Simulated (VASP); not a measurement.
# BeCdRe (P4/nmm) in VASP: notebook

BeCdRe is run at these levels: PBE; tasks: single point.

All numbers are computed with VASP 6.6.1; they aren't measurements. Logs are shortened: lines on timing, memory, paths and dates and some standing lists are left out, and cuts for length are marked.

### Step 1. The cell of the first run

The structure is tetragonal, space group P4/nmm (No. 129). The conventional cell has a = 3.629 Å, b = 3.629 Å, c = 6.387 Å, α = 90.00°, β = 90.00°, γ = 90.00°. Within 3.0 Å of Be (site symmetry 4mm) lie 4 Re at 2.24 Å and 5 Cd at 2.73 to 2.83 Å. Cd (site symmetry 4mm) has 6 Be at 2.73 to 3.56 Å and 4 Re at 2.89 Å and 8 Cd at 3.19 to 3.63 Å within 3.7 Å. Re (site symmetry -4m2) has 4 Be at 2.24 Å and 4 Re at 2.57 Å and 4 Cd at 2.89 Å within 3.0 Å.

### Step 2. Single point, PBE

File INCAR:

```
  PREC = Accurate
  ENCUT = 600
  EDIFF = 1E-6
  ISMEAR = 0
  SIGMA = 0.1
  LREAL = F
  LASPH = T
  NELM = 120
  ALGO = Normal
  ISIF = 2
  LWAVE = F
  LCHARG = F
  GGA = PE
  NBANDS = 46
  GGA_COMPAT = F
```

File KPOINTS:

```
Automatic mesh
0
Gamma
  6 6 4
```

File POSCAR:

```
BeCdRe
1.0
    3.6292901268      0.0000000000      0.0000000000
    0.0000000000      3.6292901268      0.0000000000
    0.0000000000      0.0000000000      6.3870980888
Be Cd Re
2 2 2
Direct
    0.5000000000      0.0000000000      0.2055000000
    0.0000000000      0.5000000000      0.7945000000
    0.5000000000      0.0000000000      0.6485000000
    0.0000000000      0.5000000000      0.3515000000
    0.0000000000      0.0000000000      0.0000000000
    0.5000000000      0.5000000000      0.0000000000
```

Potentials or basis: VASP PAW PBE potentials, release 64 (Be, Cd_sv_GW, Re_sv_GW).

Started as:

```sh
cat potpaw_PBE.64/Be/POTCAR potpaw_PBE.64/Cd_sv_GW/POTCAR potpaw_PBE.64/Re_sv_GW/POTCAR > POTCAR
mpirun -np 1 vasp_std > vasp.out
```

OUTCAR:

```text
PREC = Accurate
   ENCUT = 600
   EDIFF = 1E-6
   ISMEAR = 0
   LREAL = F
   LASPH = T
   NELM = 120
   ISIF = 2
   GGA = PE

 ion  position               nearest neighbor table
   1  0.500  0.000  0.206-   5 2.24   6 2.24   6 2.24   5 2.24
   2  0.000  0.500  0.794-   5 2.24   6 2.24   5 2.24   6 2.24
   3  0.500  0.000  0.648-   5 2.89   6 2.89   6 2.89   5 2.89
   4  0.000  0.500  0.352-   5 2.89   6 2.89   5 2.89   6 2.89
   5  0.000  0.000  0.000-   1 2.24   2 2.24   2 2.24   1 2.24   6 2.57   6 2.57   6 2.57   6 2.57
                             4 2.89   3 2.89   4 2.89   3 2.89
   6  0.500  0.500  0.000-   1 2.24   2 2.24   1 2.24   2 2.24   5 2.57   5 2.57   5 2.57   5 2.57
                             4 2.89   4 2.89   3 2.89   3 2.89

  LATTYP: Found a simple tetragonal cell.
 ALAT       =     3.6292901268
 C/A-ratio  =     1.7598753105

  Lattice vectors:

 A1 = (   3.6292901268,   0.0000000000,   0.0000000000)
 A2 = (   0.0000000000,   3.6292901268,   0.0000000000)
 A3 = (   0.0000000000,   0.0000000000,   6.3870980888)

Analysis of symmetry for initial positions (statically):
=====================================================================
 Subroutine PRICEL returns:
 Original cell was already a primitive cell.

 Routine SETGRP: Setting up the symmetry group for a
 simple tetragonal supercell.

 Subroutine GETGRP returns: Found 16 space group operations
 (whereof  8 operations were pure point group operations)
 out of a pool of 16 trial point group operations.

The static configuration has the point symmetry D_2d.
 The point group associated with its full space group is D_4h.

Analysis of symmetry for dynamics (positions and initial velocities):
=====================================================================
 Subroutine PRICEL returns:
 Original cell was already a primitive cell.

 Routine SETGRP: Setting up the symmetry group for a
 simple tetragonal supercell.

 Subroutine GETGRP returns: Found 16 space group operations
 (whereof  8 operations were pure point group operations)
 out of a pool of 16 trial point group operations.

The dynamic configuration has the point symmetry D_2d.
 The point group associated with its full space group is D_4h.

 Subroutine INISYM returns: Found 16 space group operations
 (whereof  8 operations are pure point group operations),
 and found     1 'primitive' translations

----------------------------------------------------------------------------------------

                                     Primitive cell

  volume of cell :      84.1292

  direct lattice vectors                    reciprocal lattice vectors
     3.629290127  0.000000000  0.000000000     0.275535977  0.000000000  0.000000000
     0.000000000  3.629290127  0.000000000     0.000000000  0.275535977  0.000000000
     0.000000000  0.000000000  6.387098089     0.000000000  0.000000000  0.156565624

  length of vectors
     3.629290127  3.629290127  6.387098089     0.275535977  0.275535977  0.156565624

  position of ions in fractional coordinates (direct lattice)
     0.500000000  0.000000000  0.205500000
     0.000000000  0.500000000  0.794500000
     0.500000000  0.000000000  0.648500000
     0.000000000  0.500000000  0.351500000
     0.000000000  0.000000000  0.000000000
     0.500000000  0.500000000  0.000000000

  ion indices of the primitive-cell ions
   primitive index   ion index
                 1           1
                 2           2
                 3           3
                 4           4
                 5           5
                 6           6

----------------------------------------------------------------------------------------

 KPOINTS: Automatic mesh

Automatic generation of k-mesh.
 Grid dimensions read from file:
 generate k-points for:    6    6    4

 Generating k-lattice:

  Cartesian coordinates                     Fractional coordinates (reciprocal lattice)
     0.045922663  0.000000000  0.000000000     0.166666667  0.000000000  0.000000000
     0.000000000  0.045922663  0.000000000     0.000000000  0.166666667  0.000000000
     0.000000000  0.000000000  0.039141406     0.000000000  0.000000000  0.250000000

  Length of vectors
     0.045922663  0.045922663  0.039141406

  Shift w.r.t. Gamma in fractional coordinates (k-lattice)
     0.000000000  0.000000000  0.000000000

 Subroutine IBZKPT returns following result:
 ===========================================

 Found     30 irreducible k-points:

 Following reciprocal coordinates:
            Coordinates               Weight
  0.000000  0.000000  0.000000      1.000000
  0.166667  0.000000  0.000000      4.000000
  0.333333  0.000000  0.000000      4.000000
  0.500000  0.000000  0.000000      2.000000
  0.166667  0.166667  0.000000      4.000000
  0.333333  0.166667  0.000000      8.000000
[... 16 lines left out ...]
  0.333333  0.000000  0.500000      4.000000
  0.500000  0.000000  0.500000      2.000000
 [... further k-points ...]
   k-points           NKPTS =     30   k-points in BZ     NKDIM =     30   number of bands    NBANDS=     46
   number of dos      NEDOS =    301   number of ions     NIONS =      6
   total plane-waves  NPLWV =  48600
   dimension x,y,z NGX =    30 NGY =   30 NGZ =   54
   dimension x,y,z NGXF=    60 NGYF=   60 NGZF=  108
   ions per type =               2   2   2
   NGX,Y,Z   is equivalent  to a cutoff of  13.74, 13.74, 14.06 a.u.
   NGXF,Y,Z  is equivalent  to a cutoff of  27.48, 27.48, 28.11 a.u.
 SYSTEM =  unknown system
   PREC   = accura    normal or accurate (medium, high low for compatibility)
   ISTART =      0    job   : 0-new  1-cont  2-samecut
   ICHARG =      2    charge: 1-file 2-atom 10-const
   ISPIN  =      1    spin polarized calculation?
   LNONCOLLINEAR =      F non collinear calculations
   LSORBIT =      F    spin-orbit coupling
   LASPH  =      T    aspherical Exc in radial PAW
   ENCUT  =  600.0 eV  44.10 Ry    6.64 a.u.   7.25  7.25 12.76*2*pi/ulx,y,z
   NELM   =    120;   NELMIN=  2; NELMDL= -5     # of ELM steps
   EDIFF  = 0.1E-05   stopping-criterion for ELM
   LREAL  =      F    real-space projection
   EDIFFG = 0.1E-04   stopping-criterion for IOM
   NSW    =      0    number of steps for IOM
   IBRION =     -1    ionic relax: 0-MD 1-quasi-New 2-CG
   NFREE  =      0    steps in history (QN), initial steepest desc. (CG)
   ISIF   =      2    stress and relaxation
   ISYM   =      2    0-nonsym 1-usesym 2-fastsym
   POTIM  = 0.5000    time-step for ionic-motion
   TEBEG  =    0.0;   TEEND  =   0.0 temperature during run
   PSTRESS=    0.0 pullay stress
   NELECT =      74.0000    total number of electrons
   NUPDOWN=      -1.0000    fix difference up-down
   EMIN   =  10.00;   EMAX   =-10.00  energy-range for DOS
   EFERMI =   0.00;   METHOD = LEGACY
   ISMEAR =     0;   SIGMA  =   0.10  broadening in eV -4-tet -1-fermi 0-gaus
   EFERMI_NEDOS =   21; number of points for ismear=-14 and -15
   IALGO  =     38    algorithm
   IMIX   =      4    mixing-type and parameters
     AMIX     =   0.40;   BMIX     =  1.00
     AMIX_MAG =   1.60;   BMIX_MAG =  1.00
  volume/ion in A,a.u.               =      14.02        94.62
  Fermi-wavevector in a.u.,A,eV,Ry     =   1.568567  2.964162 33.475809  2.460403
  Thomas-Fermi vector in A             =   2.670579
   LORBIT       =      0    0 simple, 1 ext, 2 COOP (PROOUT), +10 PAW based schemes
   GGA     = PE    functional components
   LHFCALC =     F    Hartree Fock is set to
   AEXX    =    0.0000 exact exchange contribution
   IVDW    =     0    specifies the selected vdW correction
   LEPSILON=     F    determine dielectric tensor
   LRPA    =     F    only Hartree local field effects (RPA)
 non-spin polarized calculation
 Gauss-broadening in eV      SIGMA  =   0.10
  energy-cutoff  :      600.00
  volume of cell :       84.13
 maximum number of plane-waves:      2840
 NGX is ok and might be reduce to    30
   NGX = 15   NGY = 15   NGZ = 25

 number of electron      73.9999992 magnetization

 Free energy of the ion-electron system (eV)
  ---------------------------------------------------
  ext. energy  EPLUGINS =         0.00000000
  ---------------------------------------------------
  free energy    TOTEN  =       -33.73973084 eV

  energy without entropy =      -33.72527862  energy(sigma->0) =      -33.73250473

 E-fermi :   9.3076     XC(G=0): -12.3706

 val. band max:        9.3003717080   @ k =   0.0000   0.0000   0.0000
 cond. band min:       9.3284833171   @ k =   0.3333   0.1667   0.5000
 fundamental gap:      0.0281116091
 Fermi energy:         9.3076288575

 k-point     1 :       0.0000    0.0000    0.0000
  band No.  band energies     occupation
      1     -93.5428      2.00000
      2     -93.5415      2.00000
      3     -70.7880      2.00000
      4     -70.5974      2.00000
      5     -54.5954      2.00000
      6     -54.5875      2.00000
[... 38 lines left out ...]
     45      16.7279      0.00000
     46      16.7347      0.00000

 k-point     2 :       0.1667    0.0000    0.0000
  band No.  band energies     occupation
      1     -93.5426      2.00000
      2     -93.5415      2.00000
      3     -70.7751      2.00000
      4     -70.6103      2.00000
      5     -54.5953      2.00000
      6     -54.5902      2.00000
[... 38 lines left out ...]
     45      16.1227      0.00000
     46      16.8982      0.00000

 k-point     3 :       0.3333    0.0000    0.0000
  band No.  band energies     occupation
      1     -93.5424      2.00000
      2     -93.5417      2.00000
      3     -70.7402      2.00000
      4     -70.6450      2.00000
      5     -54.5949      2.00000
      6     -54.5927      2.00000
[... 1018 lines left out ...]
     45      15.6185      0.00000
     46      15.6993      0.00000

 k-point    24 :       0.5000    0.0000    0.5000
  band No.  band energies     occupation
      1     -93.5420      2.00000
      2     -93.5420      2.00000
      3     -70.6925      2.00000
      4     -70.6925      2.00000
      5     -54.5941      2.00000
      6     -54.5941      2.00000
[... 38 lines left out ...]
     45      16.2849      0.00000
     46      16.2853      0.00000

 [... further k-points ...]

------------------------ aborting loop because EDIFF is reached ----------------------------------------

  FORCE on cell =-STRESS in cart. coord.  units (eV):
  Direction    XX          YY          ZZ          XY          YZ          ZX
  --------------------------------------------------------------------------------------
  -------------------------------------------------------------------------------------
  Total       13.3526173     13.3526173     14.4634715      0.0000000      0.0000000      0.0000000
  in kB      254.2904354    254.2904354    275.4458071      0.0000000      0.0000000      0.0000000
  external PRESSURE =     261.3422260 kB  Pullay stress =       0.0000000 kB

 VOLUME and BASIS-vectors are now :
 -----------------------------------------------------------------------------
  energy-cutoff  :      600.00
  volume of cell :       84.13
      direct lattice vectors                 reciprocal lattice vectors
     3.629290127  0.000000000  0.000000000     0.275535977  0.000000000  0.000000000
     0.000000000  3.629290127  0.000000000     0.000000000  0.275535977  0.000000000
     0.000000000  0.000000000  6.387098089     0.000000000  0.000000000  0.156565624

 POSITION                                       TOTAL-FORCE (eV/Angst)
 -----------------------------------------------------------------------------------
      1.81465      0.00000      1.31255        -0.000000     -0.000000      2.840981
      0.00000      1.81465      5.07455        -0.000000      0.000000     -2.840981
      1.81465      0.00000      4.14203         0.000000     -0.000000     -1.359773
      0.00000      1.81465      2.24506         0.000000     -0.000000      1.359773
      0.00000      0.00000      0.00000        -0.000000     -0.000000     -0.000000
      1.81465      1.81465      0.00000        -0.000000      0.000000     -0.000000
 -----------------------------------------------------------------------------------
    total drift:                                0.000000      0.000000      0.000000

  FREE ENERGIE OF THE ION-ELECTRON SYSTEM (eV)
  ---------------------------------------------------
  free  energy   TOTEN  =       -33.7397308392 eV

  energy  without entropy=      -33.7252786242  energy(sigma->0) =      -33.73250473
```

Run time: 88 s. Hardware: 1 thread of Intel Xeon 6975P-C (Granite Rapids), shared host; peak memory 0.31 GiB.

What came out:

```
Free energy            : -33.7397 eV
Pressure               : 26.1 GPa
Largest force          : 2.841 eV/Å
Band gap on the k mesh : zero (bands 37 and 38 overlap by 2.36 eV)
```

Forces on the atoms (eV/Å):
```
Be   0.000  0.000  2.841
Be   0.000  0.000 -2.841
Cd   0.000  0.000 -1.360
Cd   0.000  0.000  1.360
Re   0.000  0.000  0.000
Re   0.000  0.000  0.000
```

Levels at points of the mesh, in eV from the Fermi level:
```tsv
k point	band 35	band 36	band 37	band 38	band 39	band 40
(0.00, 0.00, 0.00)	-0.01	-0.01	0.03	1.82	1.82	3.43
(0.50, 0.00, 0.00)	-1.66	-1.66	-0.74	-0.74	-0.08	-0.08
(0.50, 0.50, 0.00)	-1.25	-1.25	0.25	0.25	0.51	0.51
(0.00, 0.00, 0.50)	0.02	0.17	0.17	2.82	2.82	3.42
(0.50, 0.00, 0.50)	-1.69	-1.69	-1.38	-1.38	-0.68	-0.68
(0.50, 0.50, 0.50)	-2.35	-2.35	-0.58	-0.58	0.04	0.04
```

Caveat: the cell stands under pressure; spin-orbit coupling is left out, which moves the levels of the heavy elements; forces of over 1 eV/Å act on the atoms, so gaps and moduli don't describe the material at rest.

### Step 3. Single point, PBE

This run uses another cell than the first one, of 15.35 Å³/atom.

File INCAR:

```
PREC = Accurate ; ENCUT = 600
EDIFF = 1E-6 ; ISMEAR = 0
SIGMA = 0.1 ; LREAL = False
LASPH = True ; NELM = 120
ALGO = Normal ; ISIF = 2
LWAVE = False ; LCHARG = False
GGA = PE ; NBANDS = 46
GGA_COMPAT = False
```

File KPOINTS:

```
regular mesh
0
Gamma
  6 6 4
```

File POSCAR:

```
BeCdRe
1.0
    3.6915248694      0.0000000000      0.0000000000
    0.0000000000      3.6915248694      0.0000000000
    0.0000000000      0.0000000000      6.7586310140
Be Cd Re
2 2 2
Direct
    0.5000000000      0.0000000000      0.2410473857
    0.0000000000      0.5000000000      0.7589526143
    0.5000000000      0.0000000000      0.6312967903
    0.0000000000      0.5000000000      0.3687032097
    0.0000000000      0.0000000000      0.0000000000
    0.5000000000      0.5000000000      0.0000000000
```

Potentials or basis: VASP PAW PBE potentials, release 64 (Be, Cd_sv_GW, Re_sv_GW).

Started as:

```sh
cat potpaw_PBE.64/Be/POTCAR potpaw_PBE.64/Cd_sv_GW/POTCAR potpaw_PBE.64/Re_sv_GW/POTCAR > POTCAR
mpirun -np 1 vasp_std > vasp.out
```

It took 4 min on 1 thread of Intel Xeon Platinum 8259CL at 2.50GHz (Skylake/Cascade Lake), shared host; peak memory 0.32 GiB.

It converged, with:

```yaml
Free_energy: -35.1271 eV
Pressure: -0.5 GPa
Largest_force: 0.015 eV/Å
Band_gap_on_the_k_mesh: zero (bands 37 and 38 overlap by 2.56 eV)
```

Forces in eV/Å, atoms in the order of the input:
```
Be   0.000  0.000  0.015
Be   0.000  0.000 -0.015
Cd   0.000  0.000  0.013
Cd   0.000  0.000 -0.013
Re   0.000  0.000  0.000
Re   0.000  0.000  0.000
```

Stress tensor (GPa, compression positive):
```
-0.57  0.00  0.00
 0.00 -0.57  0.00
 0.00  0.00 -0.21
```

Levels at points of the mesh, in eV from the Fermi level:
```csv
k point,band 33,band 34,band 35,band 36,band 37,band 38,band 39,band 40,band 41,band 42
"(0.00, 0.00, 0.00)",-3.24,-2.30,0.08,0.49,0.49,1.76,1.76,3.35,3.83,5.62
"(0.50, 0.00, 0.00)",-1.91,-1.91,-1.31,-1.31,-0.59,-0.59,-0.21,-0.21,1.48,1.48
"(0.50, 0.50, 0.00)",-2.31,-2.31,-0.64,-0.64,0.13,0.13,0.41,0.41,1.96,1.96
"(0.00, 0.00, 0.50)",-3.46,-1.16,0.07,0.74,0.74,2.34,2.79,2.79,3.35,3.79
"(0.50, 0.00, 0.50)",-1.91,-1.91,-1.59,-1.59,-1.34,-1.34,-0.22,-0.22,3.70,3.70
"(0.50, 0.50, 0.50)",-2.30,-2.30,-2.06,-2.06,-0.37,-0.37,-0.11,-0.11,1.96,1.96
```

Caveat: spin-orbit coupling is left out, which moves the levels of the heavy elements.
